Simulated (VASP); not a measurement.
# NbP (Pmm2) in VASP: further runs

The runs below take NbP through single point, with PBE.

All numbers are computed with VASP 6.6.1; they aren't measurements. Logs are shortened: lines on timing, memory, paths and dates and some standing lists are left out, and cuts for length are marked.

## Step 1: The cell of the first run

It takes space group Pmm2 (No. 25, orthorhombic). The conventional cell has a = 3.347 Å, b = 3.347 Å, c = 12.428 Å, α = 90.00°, β = 90.00°, γ = 90.00°. Within 3.4 Å of Nb (site symmetry mm2) lie 6 P at 2.54 to 2.55 Å and 8 Nb at 3.31 to 3.35 Å. Within 3.4 Å of Nb (site symmetry mm2) lie 6 P at 2.55 to 3.36 Å and 6 Nb at 3.31 to 3.35 Å. Nb (site symmetry mm2) has 6 P at 2.54 to 2.55 Å and 8 Nb at 3.31 to 3.35 Å within 3.4 Å. Nb (site symmetry mm2) has 6 P at 2.54 to 2.55 Å and 6 Nb at 3.31 to 3.35 Å within 3.4 Å. Within 3.4 Å of P (site symmetry mm2) lie 6 Nb at 2.54 to 2.55 Å and 8 P at 3.31 to 3.35 Å. Within 3.4 Å of P (site symmetry mm2) lie 6 Nb at 2.54 to 2.55 Å and 6 P at 3.31 to 3.35 Å. P (site symmetry mm2) has 6 Nb at 2.54 to 2.55 Å and 8 P at 3.31 to 3.35 Å within 3.4 Å. Within 3.4 Å of P (site symmetry mm2) lie 6 Nb at 2.55 to 3.36 Å and 6 P at 3.31 to 3.35 Å.

## Step 2: Single point, PBE (the distance across one plane changed)

Input file INCAR:

```
ALGO = Fast
EDIFF = 1E-6
ENCUT = 520
GGA = PE
ISIF = 2
ISMEAR = 0
LASPH = True
LCHARG = False
LREAL = False
LWAVE = False
NBANDS = 46
NELM = 60
PREC = Accurate
SIGMA = 0.15
```

Input file KPOINTS:

```
k-points
0
Gamma
  14 14 4
```

Input file POSCAR:

```
NbP
1.0
   -3.3470468442      0.0000000000      0.0000000000
    0.0000000000     -3.3470468442      0.0000000000
    0.0000000000      0.0000000000     12.4279644792
Nb P
4 4
Direct
    0.0000000000      0.0000000000      0.5367652306
    0.5000000000      0.5000000000      0.0769970803
    0.5000000000      0.0000000000      0.3068811555
    0.0000000000      0.5000000000      0.7666493057
    0.5000000000      0.5000000000      0.6126814207
    1.0000000000      0.0000000000      0.1529132705
    1.0000000000      0.5000000000      0.3827973456
    0.5000000000      0.0000000000      0.8425654958
```

Potentials or basis: VASP PAW PBE potentials, release 64 (Nb_sv, P).

Started as:

```
$ cat potpaw_PBE.64/Nb_sv/POTCAR potpaw_PBE.64/P/POTCAR > POTCAR
$ mpirun -np 1 vasp_std > vasp.out
```

OUTCAR:

```text
EDIFF = 1E-6
   ENCUT = 520
   GGA = PE
   ISIF = 2
   ISMEAR = 0
   LASPH = True
   LREAL = False
   NELM = 60
   PREC = Accurate

 ion  position               nearest neighbor table
   1  0.000  0.000  0.537-   7 2.54   7 2.54   5 2.55   5 2.55   5 2.55   5 2.55
   2  0.500  0.500  0.077-   6 2.55   6 2.55   6 2.55   6 2.55
   3  0.500  0.000  0.307-   6 2.54   6 2.54   7 2.55   7 2.55   7 2.55   7 2.55
   4  0.000  0.500  0.767-   5 2.54   5 2.54   8 2.55   8 2.55   8 2.55   8 2.55
   5  0.500  0.500  0.613-   4 2.54   4 2.54   1 2.55   1 2.55   1 2.55   1 2.55
   6  0.000  0.000  0.153-   3 2.54   3 2.54   2 2.55   2 2.55   2 2.55   2 2.55
   7  0.000  0.500  0.383-   1 2.54   1 2.54   3 2.55   3 2.55   3 2.55   3 2.55
   8  0.500  0.000  0.843-   4 2.55   4 2.55   4 2.55   4 2.55

  LATTYP: Found a simple tetragonal cell.
 ALAT       =     3.3470468442
 C/A-ratio  =     3.7131133975

  Lattice vectors:

 A1 = (  -3.3470468442,   0.0000000000,   0.0000000000)
 A2 = (   0.0000000000,  -3.3470468442,   0.0000000000)
 A3 = (   0.0000000000,   0.0000000000,  12.4279644792)

Analysis of symmetry for initial positions (statically):
=====================================================================
 Subroutine PRICEL returns:
 Original cell was already a primitive cell.

 Routine SETGRP: Setting up the symmetry group for a
 simple tetragonal supercell.

 Subroutine GETGRP returns: Found  4 space group operations
 (whereof  4 operations were pure point group operations)
 out of a pool of 16 trial point group operations.

The static configuration has the point symmetry C_2v.

Analysis of symmetry for dynamics (positions and initial velocities):
=====================================================================
 Subroutine PRICEL returns:
 Original cell was already a primitive cell.

 Routine SETGRP: Setting up the symmetry group for a
 simple tetragonal supercell.

 Subroutine GETGRP returns: Found  4 space group operations
 (whereof  4 operations were pure point group operations)
 out of a pool of 16 trial point group operations.

The dynamic configuration has the point symmetry C_2v.

 Subroutine INISYM returns: Found  4 space group operations
 (whereof  4 operations are pure point group operations),
 and found     1 'primitive' translations

----------------------------------------------------------------------------------------

                                     Primitive cell

  volume of cell :     139.2270

  direct lattice vectors                    reciprocal lattice vectors
    -3.347046844  0.000000000  0.000000000    -0.298770841  0.000000000  0.000000000
     0.000000000 -3.347046844  0.000000000     0.000000000 -0.298770841  0.000000000
     0.000000000  0.000000000 12.427964479     0.000000000  0.000000000  0.080463700

  length of vectors
     3.347046844  3.347046844 12.427964479     0.298770841  0.298770841  0.080463700

  position of ions in fractional coordinates (direct lattice)
     0.000000000  0.000000000  0.536765231
     0.500000000  0.500000000  0.076997080
     0.500000000  0.000000000  0.306881156
     0.000000000  0.500000000  0.766649306
     0.500000000  0.500000000  0.612681421
     0.000000000  0.000000000  0.152913271
     0.000000000  0.500000000  0.382797346
     0.500000000  0.000000000  0.842565496

  ion indices of the primitive-cell ions
   primitive index   ion index
                 1           1
                 2           2
                 3           3
                 4           4
                 5           5
                 6           6
                 7           7
                 8           8

----------------------------------------------------------------------------------------

 KPOINTS: k-points

Automatic generation of k-mesh.
 Grid dimensions read from file:
 generate k-points for:   14   14    4

 Generating k-lattice:

  Cartesian coordinates                     Fractional coordinates (reciprocal lattice)
    -0.021340774  0.000000000  0.000000000     0.071428571  0.000000000  0.000000000
     0.000000000 -0.021340774  0.000000000     0.000000000  0.071428571  0.000000000
     0.000000000  0.000000000  0.020115925     0.000000000  0.000000000  0.250000000

  Length of vectors
     0.021340774  0.021340774  0.020115925

  Shift w.r.t. Gamma in fractional coordinates (k-lattice)
     0.000000000  0.000000000  0.000000000

 Subroutine IBZKPT returns following result:
 ===========================================

 Found    192 irreducible k-points:

 Following reciprocal coordinates:
            Coordinates               Weight
  0.000000  0.000000  0.000000      1.000000
  0.071429  0.000000  0.000000      2.000000
  0.000000  0.071429  0.000000      2.000000
  0.142857  0.000000  0.000000      2.000000
  0.000000  0.142857  0.000000      2.000000
  0.214286  0.000000  0.000000      2.000000
[... 16 lines left out ...]
  0.357143  0.071429  0.000000      4.000000
 -0.071429  0.357143  0.000000      4.000000
 [... further k-points ...]
   k-points           NKPTS =    192   k-points in BZ     NKDIM =    192   number of bands    NBANDS=     46
   number of dos      NEDOS =    301   number of ions     NIONS =      8
   total plane-waves  NPLWV =  75264
   dimension x,y,z NGX =    28 NGY =   28 NGZ =   96
   dimension x,y,z NGXF=    56 NGYF=   56 NGZF=  192
   ions per type =               4   4
   NGX,Y,Z   is equivalent  to a cutoff of  13.91, 13.91, 12.84 a.u.
   NGXF,Y,Z  is equivalent  to a cutoff of  27.81, 27.81, 25.68 a.u.
 SYSTEM =  unknown system
   PREC   = accura    normal or accurate (medium, high low for compatibility)
   ISTART =      0    job   : 0-new  1-cont  2-samecut
   ICHARG =      2    charge: 1-file 2-atom 10-const
   ISPIN  =      1    spin polarized calculation?
   LNONCOLLINEAR =      F non collinear calculations
   LSORBIT =      F    spin-orbit coupling
   LASPH  =      T    aspherical Exc in radial PAW
   ENCUT  =  520.0 eV  38.22 Ry    6.18 a.u.   6.22  6.22 23.11*2*pi/ulx,y,z
   NELM   =     60;   NELMIN=  2; NELMDL= -5     # of ELM steps
   EDIFF  = 0.1E-05   stopping-criterion for ELM
   LREAL  =      F    real-space projection
   EDIFFG = 0.1E-04   stopping-criterion for IOM
   NSW    =      0    number of steps for IOM
   IBRION =     -1    ionic relax: 0-MD 1-quasi-New 2-CG
   NFREE  =      0    steps in history (QN), initial steepest desc. (CG)
   ISIF   =      2    stress and relaxation
   ISYM   =      2    0-nonsym 1-usesym 2-fastsym
   POTIM  = 0.5000    time-step for ionic-motion
   TEBEG  =    0.0;   TEEND  =   0.0 temperature during run
   PSTRESS=    0.0 pullay stress
   NELECT =      72.0000    total number of electrons
   NUPDOWN=      -1.0000    fix difference up-down
   EMIN   =  10.00;   EMAX   =-10.00  energy-range for DOS
   EFERMI =   0.00;   METHOD = LEGACY
   ISMEAR =     0;   SIGMA  =   0.15  broadening in eV -4-tet -1-fermi 0-gaus
   EFERMI_NEDOS =   21; number of points for ismear=-14 and -15
   IALGO  =     68    algorithm
   IMIX   =      4    mixing-type and parameters
     AMIX     =   0.40;   BMIX     =  1.00
     AMIX_MAG =   1.60;   BMIX_MAG =  1.00
  volume/ion in A,a.u.               =      17.40       117.44
  Fermi-wavevector in a.u.,A,eV,Ry     =   1.314048  2.483190 23.493471  1.726721
  Thomas-Fermi vector in A             =   2.444328
   LORBIT       =      0    0 simple, 1 ext, 2 COOP (PROOUT), +10 PAW based schemes
   GGA     = PE    functional components
   LHFCALC =     F    Hartree Fock is set to
   AEXX    =    0.0000 exact exchange contribution
   IVDW    =     0    specifies the selected vdW correction
   LEPSILON=     F    determine dielectric tensor
   LRPA    =     F    only Hartree local field effects (RPA)
 non-spin polarized calculation
 RMM-DIIS sequential band-by-band and
 Gauss-broadening in eV      SIGMA  =   0.15
  energy-cutoff  :      520.00
  volume of cell :      139.23
 maximum number of plane-waves:      3784
 NGX is ok and might be reduce to    28
   NGX = 13   NGY = 13   NGZ = 47

 number of electron      71.9999997 magnetization

 Free energy of the ion-electron system (eV)
  ---------------------------------------------------
  ext. energy  EPLUGINS =         0.00000000
  ---------------------------------------------------
  free energy    TOTEN  =       -68.86151417 eV

  energy without entropy =      -68.82405451  energy(sigma->0) =      -68.84278434

 E-fermi :   9.5606     XC(G=0): -11.5221

 val. band max:        9.5586815118   @ k =   0.0000   0.5000   0.2500
 cond. band min:       9.5615073529   @ k =   0.3571   0.3571   0.0000
 fundamental gap:      0.0028258411
 Fermi energy:         9.5605673168

 k-point     1 :       0.0000    0.0000    0.0000
  band No.  band energies     occupation
      1     -45.7047      2.00000
      2     -45.4910      2.00000
      3     -45.3916      2.00000
      4     -45.3583      2.00000
      5     -21.8325      2.00000
      6     -21.6945      2.00000
[... 38 lines left out ...]
     45      12.6538      0.00000
     46      12.8969      0.00000

 k-point     2 :       0.0714    0.0000    0.0000
  band No.  band energies     occupation
      1     -45.7039      2.00000
      2     -45.4901      2.00000
      3     -45.3905      2.00000
      4     -45.3576      2.00000
      5     -21.8309      2.00000
      6     -21.6927      2.00000
[... 38 lines left out ...]
     45      12.8768      0.00000
     46      12.9190      0.00000

 k-point     3 :       0.0000    0.0714    0.0000
  band No.  band energies     occupation
      1     -45.7039      2.00000
      2     -45.4901      2.00000
      3     -45.3907      2.00000
      4     -45.3575      2.00000
      5     -21.8304      2.00000
      6     -21.6924      2.00000
[... 38 lines left out ...]
     45      12.6868      0.00000
     46      13.0031      0.00000

 k-point     4 :       0.1429    0.0000    0.0000
  band No.  band energies     occupation
      1     -45.7016      2.00000
      2     -45.4877      2.00000
      3     -45.3876      2.00000
      4     -45.3557      2.00000
      5     -21.8265      2.00000
      6     -21.6883      2.00000
[... 920 lines left out ...]
     45      12.3138      0.00000
     46      12.4290      0.00000

 k-point    23 :       0.3571    0.0714    0.0000
  band No.  band energies     occupation
      1     -45.6905      2.00000
      2     -45.4758      2.00000
      3     -45.3737      2.00000
      4     -45.3464      2.00000
      5     -21.8276      2.00000
      6     -21.8021      2.00000
[... 38 lines left out ...]
     45      12.3027      0.00000
     46      12.6605      0.00000

 k-point    24 :      -0.0714    0.3571    0.0000
  band No.  band energies     occupation
      1     -45.6902      2.00000
      2     -45.4761      2.00000
      3     -45.3770      2.00000
      4     -45.3437      2.00000
      5     -21.8698      2.00000
      6     -21.7937      2.00000
[... 38 lines left out ...]
     45      12.3060      0.00000
     46      12.4417      0.00000

 [... further k-points ...]

------------------------ aborting loop because EDIFF is reached ----------------------------------------

  FORCE on cell =-STRESS in cart. coord.  units (eV):
  Direction    XX          YY          ZZ          XY          YZ          ZX
  --------------------------------------------------------------------------------------
  -------------------------------------------------------------------------------------
  Total       -2.2143428     -3.1344502     -7.0418060      0.0000000      0.0000000      0.0000000
  in kB      -25.4819031    -36.0701847    -81.0347045      0.0000000      0.0000000      0.0000000
  external PRESSURE =     -47.5289308 kB  Pullay stress =       0.0000000 kB

 VOLUME and BASIS-vectors are now :
 -----------------------------------------------------------------------------
  energy-cutoff  :      520.00
  volume of cell :      139.23
      direct lattice vectors                 reciprocal lattice vectors
    -3.347046844  0.000000000  0.000000000    -0.298770841  0.000000000  0.000000000
     0.000000000 -3.347046844  0.000000000     0.000000000 -0.298770841  0.000000000
     0.000000000  0.000000000 12.427964479     0.000000000  0.000000000  0.080463700

 POSITION                                       TOTAL-FORCE (eV/Angst)
 -----------------------------------------------------------------------------------
      0.00000      0.00000      6.67090         0.000000      0.000000     -0.041290
     -1.67352     -1.67352      0.95692         0.000000      0.000000     -1.172141
     -1.67352      0.00000      3.81391         0.000000      0.000000     -0.210329
      0.00000     -1.67352      9.52789         0.000000      0.000000      0.504054
     -1.67352     -1.67352      7.61438         0.000000      0.000000      0.067666
      0.00000      0.00000      1.90040         0.000000      0.000000     -0.476470
      0.00000     -1.67352      4.75739         0.000000      0.000000      0.094304
     -1.67352      0.00000     10.47137         0.000000      0.000000      1.234207
 -----------------------------------------------------------------------------------
    total drift:                               -0.000000      0.000000      0.006862

  FREE ENERGIE OF THE ION-ELECTRON SYSTEM (eV)
  ---------------------------------------------------
  free  energy   TOTEN  =       -68.8615141676 eV

  energy  without entropy=      -68.8240545057  energy(sigma->0) =      -68.84278434
```

Run time: 85 min. Hardware: 1 thread of Oxide Virtual Turin-like, shared host; peak memory 0.88 GiB.

What came out:

* Free energy: -68.8615 eV
* Pressure: -4.8 GPa
* Largest force: 1.234 eV/Å
* Band gap on the k mesh: zero (bands 36 and 37 overlap by 0.79 eV)

Forces on the atoms (eV/Å):
```
Nb   0.000  0.000 -0.041
Nb   0.000  0.000 -1.172
Nb   0.000  0.000 -0.210
Nb   0.000  0.000  0.504
P    0.000  0.000  0.068
P    0.000  0.000 -0.476
P    0.000  0.000  0.094
P    0.000  0.000  1.234
```

Stress tensor (GPa, compression positive):
```
-2.55  0.00  0.00
 0.00 -3.61  0.00
 0.00  0.00 -8.10
```

Levels at points of the mesh, in eV from the Fermi level:
```tsv
k point	band 33	band 34	band 35	band 36	band 37	band 38	band 39	band 40
(0.00, 0.00, 0.00)	-1.24	-1.12	-0.49	-0.33	0.84	1.03	1.25	1.42
(0.50, 0.00, 0.00)	-1.26	-0.86	-0.79	-0.05	-0.04	0.11	0.66	1.37
(0.00, 0.50, 0.00)	-1.53	-1.44	-0.20	-0.13	-0.01	0.36	1.02	1.43
(0.50, 0.50, 0.00)	-0.80	-0.48	-0.46	0.53	1.74	2.16	2.27	2.96
(0.00, 0.00, 0.50)	-1.11	-1.04	-0.56	-0.40	0.85	1.01	1.28	1.37
(0.50, 0.00, 0.50)	-1.18	-1.04	-0.82	-0.24	-0.03	0.13	0.74	1.34
(0.00, 0.50, 0.50)	-1.63	-1.56	-0.25	-0.13	0.01	0.41	0.96	1.40
(0.50, 0.50, 0.50)	-0.79	-0.48	-0.41	0.54	1.71	2.15	2.26	2.96
```

Caveat: the cell differs from its parent crystal (the distance across one plane changed); the stress differs along the axes, from -8 to -3 GPa; forces of over 1 eV/Å act on the atoms, so gaps and moduli don't describe the material at rest.

## Step 3: Single point, PBE (the distance across one plane changed)

Input file INCAR:

```
PREC = Accurate
ENCUT = 520
EDIFF = 1E-6
ISMEAR = 0
SIGMA = 0.15
LREAL = False
LASPH = True
NELM = 100
ALGO = Fast
ISIF = 2
LWAVE = False
LCHARG = False
GGA = PE
NBANDS = 46
```

Input file KPOINTS:

```
regular mesh
0
Gamma
  14 14 4
```

Input file POSCAR:

```
NbP
1.0
   -3.3470468442      0.0000000000      0.0000000000
    0.0000000000     -3.3470468442      0.0000000000
    0.0000000000      0.0000000000     11.9279644792
Nb P
4 4
Direct
    0.0000000000      0.0000000000      0.5592655168
    0.5000000000      0.5000000000      0.0802246671
    0.5000000000      0.0000000000      0.3197450920
    0.0000000000      0.5000000000      0.7987859417
    0.5000000000      0.5000000000      0.6383639847
    1.0000000000      0.0000000000      0.1593231349
    1.0000000000      0.5000000000      0.3988435598
    0.5000000000      0.0000000000      0.8778844095
```

Potentials or basis: VASP PAW PBE potentials, release 64 (Nb_sv, P).

Started as:

```
$ cat potpaw_PBE.64/Nb_sv/POTCAR potpaw_PBE.64/P/POTCAR > POTCAR
$ mpirun -np 1 vasp_std > vasp.out
```

Run time: 67 min. Hardware: 1 thread of Oxide Virtual Turin-like, shared host; peak memory 0.85 GiB.

Results (log left out):

```
Free energy            : -69.9052 eV
Pressure               : -4.4 GPa
Largest force          : 1.768 eV/Å
Band gap on the k mesh : zero (bands 36 and 37 overlap by 0.22 eV)
```

Forces in eV/Å, atoms in the order of the input:
```
Nb   0.000  0.000 -0.036
Nb   0.000  0.000 -1.768
Nb   0.000  0.000 -0.074
Nb   0.000  0.000  0.580
P    0.000  0.000  0.049
P    0.000  0.000 -0.368
P    0.000  0.000  0.065
P    0.000  0.000  1.552
```

Stress tensor (GPa, compression positive):
```
-1.82  0.00  0.00
 0.00 -3.46  0.00
 0.00  0.00 -7.86
```

Levels at points of the mesh, in eV from the Fermi level:
```csv
k point,band 32,band 33,band 34,band 35,band 36,band 37,band 38,band 39,band 40,band 41
"(0.00, 0.00, 0.00)",-1.77,-1.37,-1.20,-0.54,-0.40,0.82,1.06,1.22,1.50,2.15
"(0.50, 0.00, 0.00)",-1.93,-1.43,-1.06,-0.68,-0.06,-0.06,0.03,1.36,1.42,1.67
"(0.00, 0.50, 0.00)",-2.01,-1.56,-1.52,-0.17,-0.11,-0.05,0.27,1.15,1.44,2.10
"(0.50, 0.50, 0.00)",-2.43,-0.72,-0.48,-0.47,0.10,2.46,2.60,2.61,2.94,2.98
"(0.00, 0.00, 0.50)",-1.93,-1.06,-1.02,-0.73,-0.57,0.85,0.98,1.31,1.46,2.29
"(0.50, 0.00, 0.50)",-1.68,-1.38,-1.29,-0.71,-0.20,-0.01,0.09,1.34,1.38,1.55
"(0.00, 0.50, 0.50)",-1.88,-1.66,-1.59,-0.22,-0.14,0.00,0.36,1.02,1.35,2.18
"(0.50, 0.50, 0.50)",-2.48,-0.70,-0.46,-0.44,0.12,2.46,2.56,2.59,2.96,2.98
```

Caveat: the cell differs from its parent crystal (the distance across one plane changed); the stress differs along the axes, from -8 to -2 GPa; forces of over 1 eV/Å act on the atoms, so gaps and moduli don't describe the material at rest.
